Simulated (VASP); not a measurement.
Input of a VASP 6.6.1 run:

Contents of INCAR:

```
SYSTEM = H4C3O4
ALGO     = Normal         ! electronic algorithm
EDIFF    = 1E-6           ! SCF threshold, eV
ENCUT    = 520            ! plane-wave cutoff, eV
GGA      = PE             ! functional
ISIF     = 2              ! what is computed and relaxed
ISMEAR   = -1             ! smearing method
LASPH    = .TRUE.         ! aspherical terms in the spheres
LCHARG   = .FALSE.        ! write CHGCAR
LREAL    = Auto         
LWAVE    = .FALSE.        ! write WAVECAR
NBANDS   = 57             ! bands
NELM     = 100            ! most SCF steps
PREC     = Accurate       ! precision mode
SIGMA    = 0.05           ! smearing width, eV
```

The input KPOINTS:

```
k-points
0
G
  2 2 1
  0 0 0
```

File POSCAR:

```
H4C3O4
1.0
    5.1539000000      0.0000000000      0.0000000000
   -0.4908560000      5.3013240000      0.0000000000
   -1.6014840000     -2.6888250000      7.5455130000
H C O
8 6 8
Direct
    0.5329232646      0.8218714945      0.8070094108
    0.3957873896      0.2300511801      0.1539988070
    0.4920681625      0.9013713824      0.6443564540
    0.5401858969      0.1071398110      0.2909013608
    0.9023500723      0.6749003244      0.0403020974
    0.1858651423      0.3903442783      0.9548191091
    0.9276174638      0.5587827288      0.4137823366
    0.0881445869      0.2629937628      0.5818954921
    0.7784704561      0.6937734117      0.6362324205
    0.2293249125      0.2915022216      0.3705513462
    0.8006387916      0.1767128807      0.8513801514
    0.1974220292      0.8496346016      0.1412097494
    0.6321577172      0.8959783656      0.7367424852
    0.3677452441      0.1350765564      0.2346692664
    0.0628042736      0.1632019512      0.8782968103
    0.9415500941      0.8479691359      0.1448808053
    0.6939466775      0.3831699920      0.9139338836
    0.2954661107      0.6409895677      0.0784704764
    0.8614612733      0.5060827744      0.6734200842
    0.0764104745      0.4471027112      0.3295998562
    0.8116247298      0.7460895643      0.4883034460
    0.2483134757      0.2367027634      0.5221381237
```

Potentials or basis: VASP PAW PBE potentials, release 64 (H, C, O).

Command:

```console
$ cat potpaw_PBE.64/H/POTCAR potpaw_PBE.64/C/POTCAR potpaw_PBE.64/O/POTCAR > POTCAR
$ mpirun -np 1 vasp_std > vasp.out
```

Problem. Estimate the pressure.

Solution. 3.1 GPa.

Problem. What does it give for the largest force?

Solution. 7.684 eV/Å.

Stress tensor (GPa, compression positive):
```
 5.16  2.30  5.10
 2.30 -0.92 -8.74
 5.10 -8.74  5.01
```

Caveat: the k points lie up to 0.83 Å⁻¹ apart, too coarse for converged energies, forces and pressures; forces of over 1 eV/Å act on the atoms, so gaps and moduli don't describe the material at rest.
